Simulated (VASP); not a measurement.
# Co (Fd-3m) in VASP: further runs, part 2 of 3

VASP 6.6.1. The steps go on from the part before.

**3. Single point, PBE (volume scaled by 1.04)**

File INCAR:

```
SYSTEM = Co
  PREC = Accurate
  ENCUT = 520
  EDIFF = 1E-7
  ISMEAR = -1
  SIGMA = 0.1
  LREAL = .False.
  LASPH = .True.
  NELM = 60
  ALGO = Normal
  ISIF = 2
  LWAVE = .False.
  LCHARG = .False.
  GGA = PE
  NBANDS = 16
```

File KPOINTS:

```
Automatic mesh
0
Gamma
  12 12 12
  0 0 0
```

File POSCAR:

```
Co
1.0
    0.0000000000      2.4950353837      2.4950353837
    2.4950353837      0.0000000000      2.4950353837
    2.4950353837      2.4950353837      0.0000000000
Co
2
Direct
    0.1250000000      0.1250000000      0.1250000000
    0.8750000000      0.8750000000      0.8750000000
```

Potentials or basis: VASP PAW PBE potentials, release 64 (Co).

Run with:

```sh
$ cat potpaw_PBE.64/Co/POTCAR > POTCAR
$ mpirun -np 1 vasp_std > vasp.out
```

OUTCAR:

```text
SYSTEM = Co
   PREC = Accurate
   ENCUT = 520
   EDIFF = 1E-7
   ISMEAR = -1
   LREAL = .False.
   LASPH = .True.
   NELM = 60
   ISIF = 2
   GGA = PE

 ion  position               nearest neighbor table
   1  0.125  0.125  0.125-   2 2.16   2 2.16   2 2.16   2 2.16
   2  0.875  0.875  0.875-   1 2.16   1 2.16   1 2.16   1 2.16

  LATTYP: Found a face centered cubic cell.
 ALAT       =     4.9900707674

  Lattice vectors:

 A1 = (   0.0000000000,   2.4950353837,   2.4950353837)
 A2 = (   2.4950353837,   0.0000000000,   2.4950353837)
 A3 = (   2.4950353837,   2.4950353837,   0.0000000000)

Analysis of symmetry for initial positions (statically):
=====================================================================
 Subroutine PRICEL returns:
 Original cell was already a primitive cell.

 Routine SETGRP: Setting up the symmetry group for a
 face centered cubic supercell.

 Subroutine GETGRP returns: Found 48 space group operations
 (whereof 12 operations were pure point group operations)
 out of a pool of 48 trial point group operations.

The static configuration has the point symmetry D_3d.
 The point group associated with its full space group is O_h .

Analysis of symmetry for dynamics (positions and initial velocities):
=====================================================================
 Subroutine PRICEL returns:
 Original cell was already a primitive cell.

 Routine SETGRP: Setting up the symmetry group for a
 face centered cubic supercell.

 Subroutine GETGRP returns: Found 48 space group operations
 (whereof 12 operations were pure point group operations)
 out of a pool of 48 trial point group operations.

The dynamic configuration has the point symmetry D_3d.
 The point group associated with its full space group is O_h .

 Subroutine INISYM returns: Found 48 space group operations
[... 107 lines left out ...]
   PSTRESS=    0.0 pullay stress
   NELECT =      18.0000    total number of electrons
   NUPDOWN=      -1.0000    fix difference up-down
   EMIN   =  10.00;   EMAX   =-10.00  energy-range for DOS
   EFERMI =   0.00;   METHOD = LEGACY
   ISMEAR =    -1;   SIGMA  =   0.10  broadening in eV -4-tet -1-fermi 0-gaus
   EFERMI_NEDOS =   21; number of points for ismear=-14 and -15
   IALGO  =     38    algorithm
   IMIX   =      4    mixing-type and parameters
     AMIX     =   0.40;   BMIX     =  1.00
     AMIX_MAG =   1.60;   BMIX_MAG =  1.00
  volume/ion in A,a.u.               =      15.53       104.82
  Fermi-wavevector in a.u.,A,eV,Ry     =   1.364831  2.579157 25.344448  1.862764
  Thomas-Fermi vector in A             =   2.491113
   LORBIT       =      0    0 simple, 1 ext, 2 COOP (PROOUT), +10 PAW based schemes
   GGA     = PE    functional components
   LHFCALC =     F    Hartree Fock is set to
   AEXX    =    0.0000 exact exchange contribution
   IVDW    =     0    specifies the selected vdW correction
   LEPSILON=     F    determine dielectric tensor
   LRPA    =     F    only Hartree local field effects (RPA)
 non-spin polarized calculation
  energy-cutoff  :      520.00
  volume of cell :       31.06
 maximum number of plane-waves:       869
 NGX is ok and might be reduce to    28
   NGX = 13   NGY = 13   NGZ = 13

 number of electron      18.0000010 magnetization

 Free energy of the ion-electron system (eV)
  ---------------------------------------------------
  ext. energy  EPLUGINS =         0.00000000
  ---------------------------------------------------
  free energy    TOTEN  =       -11.43989164 eV

  energy without entropy =      -11.28728918  energy(sigma->0) =      -11.36359041

 E-fermi :   5.8336     XC(G=0): -11.1247

 val. band max:        5.8274512156   @ k =   0.3333   0.1667   0.0833
 cond. band min:       5.8525644949   @ k =  -0.1667   0.1667   0.0000
 fundamental gap:      0.0251132793
 Fermi energy:         5.8336205457

 k-point     1 :       0.0000    0.0000    0.0000
  band No.  band energies     occupation
      1      -0.8048      2.00000
      2       3.0114      2.00000
      3       3.0114      2.00000
      4       3.1398      2.00000
      5       3.1398      2.00000
      6       3.1398      2.00000
[... 433 lines left out ...]
      3       2.9303      2.00000
      4       3.0760      2.00000
      5       3.5096      2.00000
      6       3.6217      2.00000
[... 8 lines left out ...]
     15      17.0944      0.00000
     16      20.9878      0.00000

 [... further k-points ...]
[... 5 lines left out ...]
  --------------------------------------------------------------------------------------
  -------------------------------------------------------------------------------------
  Total       -1.0395270     -1.0395270     -1.0395270      0.0000000      0.0000000      0.0000000
  in kB      -53.6149898    -53.6149898    -53.6149898      0.0000000      0.0000000      0.0000000
  external PRESSURE =     -53.6149898 kB  Pullay stress =       0.0000000 kB

 VOLUME and BASIS-vectors are now :
 -----------------------------------------------------------------------------
  energy-cutoff  :      520.00
  volume of cell :       31.06
      direct lattice vectors                 reciprocal lattice vectors
     0.000000000  2.495035384  2.495035384    -0.200397960  0.200397960  0.200397960
     2.495035384  0.000000000  2.495035384     0.200397960 -0.200397960  0.200397960
     2.495035384  2.495035384  0.000000000     0.200397960  0.200397960 -0.200397960

 POSITION                                       TOTAL-FORCE (eV/Angst)
 -----------------------------------------------------------------------------------
      0.62376      0.62376      0.62376        -0.000000     -0.000000     -0.000000
      4.36631      4.36631      4.36631         0.000000      0.000000      0.000000
 -----------------------------------------------------------------------------------
    total drift:                                0.000000      0.000000     -0.000000

  FREE ENERGIE OF THE ION-ELECTRON SYSTEM (eV)
  ---------------------------------------------------
  free  energy   TOTEN  =       -11.4398916413 eV

  energy  without entropy=      -11.2872891768  energy(sigma->0) =      -11.36359041
```

OSZICAR:

```text
N       E                     dE             d eps       ncg     rms          rms(c)
DAV:   1     0.833155284410E+02    0.83316E+02   -0.82202E+03  2304   0.137E+03
DAV:   2    -0.107117611027E+02   -0.94027E+02   -0.85171E+02  2320   0.232E+02
DAV:   3    -0.130969382448E+02   -0.23852E+01   -0.23285E+01  2736   0.523E+01
DAV:   4    -0.131316312568E+02   -0.34693E-01   -0.34686E-01  3304   0.505E+00
DAV:   5    -0.131319082762E+02   -0.27702E-03   -0.27701E-03  2752   0.448E-01    0.113E+01
DAV:   6    -0.123877956022E+02    0.74411E+00   -0.14944E+01  2648   0.688E+01    0.775E+00
DAV:   7    -0.114584767639E+02    0.92932E+00   -0.36782E+00  2712   0.316E+01    0.146E+00
DAV:   8    -0.114434163929E+02    0.15060E-01   -0.28104E-02  2888   0.184E+00    0.624E-01
DAV:   9    -0.114399879486E+02    0.34284E-02   -0.50711E-03  3336   0.104E+00    0.121E-01
DAV:  10    -0.114398946590E+02    0.93290E-04   -0.31848E-04  2776   0.269E-01    0.328E-02
DAV:  11    -0.114398915624E+02    0.30966E-05   -0.95316E-06  2912   0.411E-02    0.254E-03
DAV:  12    -0.114398913830E+02    0.17943E-06   -0.26188E-07  2688   0.515E-03    0.271E-03
DAV:  13    -0.114398916236E+02   -0.24062E-06   -0.21335E-08  1408   0.152E-03    0.210E-04
DAV:  14    -0.114398916413E+02   -0.17662E-07   -0.40687E-09  1296   0.911E-04
   1 F= -.11439892E+02 E0= -.11363590E+02  d E =-.152602E+00
```

Run time: 34 s. Hardware: 1 thread of Intel Xeon 6975P-C, shared host; peak memory 0.17 GiB.

What came out:

```
Free energy            : -11.4399 eV
Pressure               : -5.4 GPa
Band gap on the k mesh : zero (band 9 reaches 6.28 eV, above the bottom of band 10 at 5.59 eV)
```

Levels at points of the mesh, in eV from the Fermi level:
```tsv
k point	band 6	band 7	band 8	band 9	band 10	band 11	band 12	band 13
(0.00, 0.00, 0.00)	-2.69	-0.97	-0.97	-0.97	0.27	0.27	12.88	12.88
(0.50, 0.00, 0.00)	-2.69	-1.38	-0.55	-0.55	0.08	0.08	1.40	9.43
(0.50, 0.50, 0.00)	-1.93	-1.23	-1.23	0.24	0.24	1.80	1.80	4.82
```

Caveat: the run has no spin polarisation, though such a crystal can be magnetic. Spin polarisation is off, so any magnetic state and its effect on volume and gap are missing.

**4. Single point, PBE (volume scaled by 1.08)**

File INCAR:

```
ALGO     = Normal         # electronic algorithm
EDIFF    = 1E-6           # SCF threshold, eV
ENCUT    = 520            # plane-wave cutoff, eV
GGA      = PE             # functional
ISIF     = 2              # what is computed and relaxed
ISMEAR   = -1             # smearing method
LASPH    = T              # aspherical terms in the spheres
LCHARG   = F              # write CHGCAR
LREAL    = F              # projectors in reciprocal space
LWAVE    = F              # write WAVECAR
NBANDS   = 16             # bands
NELM     = 60             # most SCF steps
PREC     = Accurate       # precision mode
SIGMA    = 0.1            # smearing width, eV
```

File KPOINTS:

```
k-points
0
Gamma
  12 12 12
```

File POSCAR:

```
Co
1.0
    0.0000000000      2.5266214632      2.5266214632
    2.5266214632      0.0000000000      2.5266214632
    2.5266214632      2.5266214632      0.0000000000
Co
2
Direct
    0.1250000000      0.1250000000      0.1250000000
    0.8750000000      0.8750000000      0.8750000000
```

Potentials or basis: VASP PAW PBE potentials, release 64 (Co).

Run with:

```sh
$ cat potpaw_PBE.64/Co/POTCAR > POTCAR
$ mpirun -np 1 vasp_std > vasp.out
```

OUTCAR:

```text
EDIFF = 1E-6
   ENCUT = 520
   GGA = PE
   ISIF = 2
   ISMEAR = -1
   LASPH = T
   LREAL = F
   NELM = 60
   PREC = Accurate

 ion  position               nearest neighbor table
   1  0.125  0.125  0.125-   2 2.19   2 2.19   2 2.19   2 2.19
   2  0.875  0.875  0.875-   1 2.19   1 2.19   1 2.19   1 2.19

  LATTYP: Found a face centered cubic cell.
 ALAT       =     5.0532429264

  Lattice vectors:

 A1 = (   0.0000000000,   2.5266214632,   2.5266214632)
 A2 = (   2.5266214632,   0.0000000000,   2.5266214632)
 A3 = (   2.5266214632,   2.5266214632,   0.0000000000)

Analysis of symmetry for initial positions (statically):
=====================================================================
 Subroutine PRICEL returns:
 Original cell was already a primitive cell.

 Routine SETGRP: Setting up the symmetry group for a
 face centered cubic supercell.

 Subroutine GETGRP returns: Found 48 space group operations
 (whereof 12 operations were pure point group operations)
 out of a pool of 48 trial point group operations.

The static configuration has the point symmetry D_3d.
 The point group associated with its full space group is O_h .

Analysis of symmetry for dynamics (positions and initial velocities):
=====================================================================
 Subroutine PRICEL returns:
 Original cell was already a primitive cell.

 Routine SETGRP: Setting up the symmetry group for a
 face centered cubic supercell.

 Subroutine GETGRP returns: Found 48 space group operations
 (whereof 12 operations were pure point group operations)
 out of a pool of 48 trial point group operations.

The dynamic configuration has the point symmetry D_3d.
 The point group associated with its full space group is O_h .

 Subroutine INISYM returns: Found 48 space group operations
 (whereof 12 operations are pure point group operations),
[... 105 lines left out ...]
   TEBEG  =    0.0;   TEEND  =   0.0 temperature during run
   PSTRESS=    0.0 pullay stress
   NELECT =      18.0000    total number of electrons
   NUPDOWN=      -1.0000    fix difference up-down
   EMIN   =  10.00;   EMAX   =-10.00  energy-range for DOS
   EFERMI =   0.00;   METHOD = LEGACY
   ISMEAR =    -1;   SIGMA  =   0.10  broadening in eV -4-tet -1-fermi 0-gaus
   EFERMI_NEDOS =   21; number of points for ismear=-14 and -15
   IALGO  =     38    algorithm
   IMIX   =      4    mixing-type and parameters
     AMIX     =   0.40;   BMIX     =  1.00
     AMIX_MAG =   1.60;   BMIX_MAG =  1.00
  volume/ion in A,a.u.               =      16.13       108.85
  Fermi-wavevector in a.u.,A,eV,Ry     =   1.347769  2.546914 24.714731  1.816481
  Thomas-Fermi vector in A             =   2.475493
   LORBIT       =      0    0 simple, 1 ext, 2 COOP (PROOUT), +10 PAW based schemes
   GGA     = PE    functional components
   LHFCALC =     F    Hartree Fock is set to
   AEXX    =    0.0000 exact exchange contribution
   IVDW    =     0    specifies the selected vdW correction
   LEPSILON=     F    determine dielectric tensor
   LRPA    =     F    only Hartree local field effects (RPA)
 non-spin polarized calculation
  energy-cutoff  :      520.00
  volume of cell :       32.26
 maximum number of plane-waves:       893
   NGX = 13   NGY = 13   NGZ = 13

 number of electron      18.0000007 magnetization

 Free energy of the ion-electron system (eV)
  ---------------------------------------------------
  ext. energy  EPLUGINS =         0.00000000
  ---------------------------------------------------
  free energy    TOTEN  =       -11.38642799 eV

  energy without entropy =      -11.22513805  energy(sigma->0) =      -11.30578302

 E-fermi :   5.4269     XC(G=0): -10.9312

 val. band max:        5.4198820599   @ k =   0.3333   0.1667   0.0833
 cond. band min:       5.4437461640   @ k =  -0.1667   0.1667   0.0000
 fundamental gap:      0.0238641040
 Fermi energy:         5.4269359870

 k-point     1 :       0.0000    0.0000    0.0000
  band No.  band energies     occupation
      1      -1.0150      2.00000
      2       2.7533      2.00000
      3       2.7533      2.00000
      4       2.8589      2.00000
      5       2.8589      2.00000
      6       2.8589      2.00000
[... 433 lines left out ...]
      3       2.6707      2.00000
      4       2.8074      2.00000
      5       3.2040      2.00000
      6       3.3273      2.00000
[... 8 lines left out ...]
     15      16.4768      0.00000
     16      20.2507      0.00000

 [... further k-points ...]
[... 5 lines left out ...]
  --------------------------------------------------------------------------------------
  -------------------------------------------------------------------------------------
  Total       -1.7781164     -1.7781164     -1.7781164      0.0000000      0.0000000      0.0000000
  in kB      -88.3121056    -88.3121056    -88.3121056      0.0000000      0.0000000      0.0000000
  external PRESSURE =     -88.3121056 kB  Pullay stress =       0.0000000 kB

 VOLUME and BASIS-vectors are now :
 -----------------------------------------------------------------------------
  energy-cutoff  :      520.00
  volume of cell :       32.26
      direct lattice vectors                 reciprocal lattice vectors
     0.000000000  2.526621463  2.526621463    -0.197892722  0.197892722  0.197892722
     2.526621463  0.000000000  2.526621463     0.197892722 -0.197892722  0.197892722
     2.526621463  2.526621463  0.000000000     0.197892722  0.197892722 -0.197892722

 POSITION                                       TOTAL-FORCE (eV/Angst)
 -----------------------------------------------------------------------------------
      0.63166      0.63166      0.63166         0.000000     -0.000000     -0.000000
      4.42159      4.42159      4.42159        -0.000000      0.000000      0.000000
 -----------------------------------------------------------------------------------
    total drift:                                0.000000      0.000000     -0.000000

  FREE ENERGIE OF THE ION-ELECTRON SYSTEM (eV)
  ---------------------------------------------------
  free  energy   TOTEN  =       -11.3864279850 eV

  energy  without entropy=      -11.2251380481  energy(sigma->0) =      -11.30578302
```

OSZICAR:

```text
N       E                     dE             d eps       ncg     rms          rms(c)
DAV:   1     0.813916272524E+02    0.81392E+02   -0.82522E+03  2304   0.136E+03
DAV:   2    -0.107631333686E+02   -0.92155E+02   -0.83479E+02  2304   0.229E+02
DAV:   3    -0.130773030376E+02   -0.23142E+01   -0.22653E+01  2792   0.515E+01
DAV:   4    -0.131108374993E+02   -0.33534E-01   -0.33528E-01  3224   0.488E+00
DAV:   5    -0.131110683057E+02   -0.23081E-03   -0.23080E-03  2832   0.422E-01    0.112E+01
DAV:   6    -0.124593054202E+02    0.65176E+00   -0.15959E+01  2672   0.706E+01    0.840E+00
DAV:   7    -0.114030972597E+02    0.10562E+01   -0.41941E+00  2696   0.330E+01    0.138E+00
DAV:   8    -0.113900488773E+02    0.13048E-01   -0.30238E-02  2656   0.181E+00    0.634E-01
DAV:   9    -0.113865513942E+02    0.34975E-02   -0.63074E-03  3360   0.116E+00    0.128E-01
DAV:  10    -0.113864303717E+02    0.12102E-03   -0.42478E-04  2744   0.317E-01    0.353E-02
DAV:  11    -0.113864280812E+02    0.22906E-05   -0.13883E-05  3008   0.519E-02    0.313E-03
DAV:  12    -0.113864279850E+02    0.96117E-07   -0.29295E-07  1464   0.673E-03
   1 F= -.11386428E+02 E0= -.11305783E+02  d E =-.161290E+00
```

Run time: 30 s. Hardware: 1 thread of Intel Xeon 6975P-C, shared host; peak memory 0.17 GiB.

What came out:

| Property | Result |
| --- | --- |
| Free energy | -11.3864 eV |
| Pressure | -8.8 GPa |
| Band gap on the k mesh | zero (band 9 reaches 5.85 eV, above the bottom of band 10 at 5.20 eV) |

Caveat: the run has no spin polarisation, though such a crystal can be magnetic. Spin polarisation is off, so any magnetic state and its effect on volume and gap are missing.

(Part 2 of 3 ends here.)
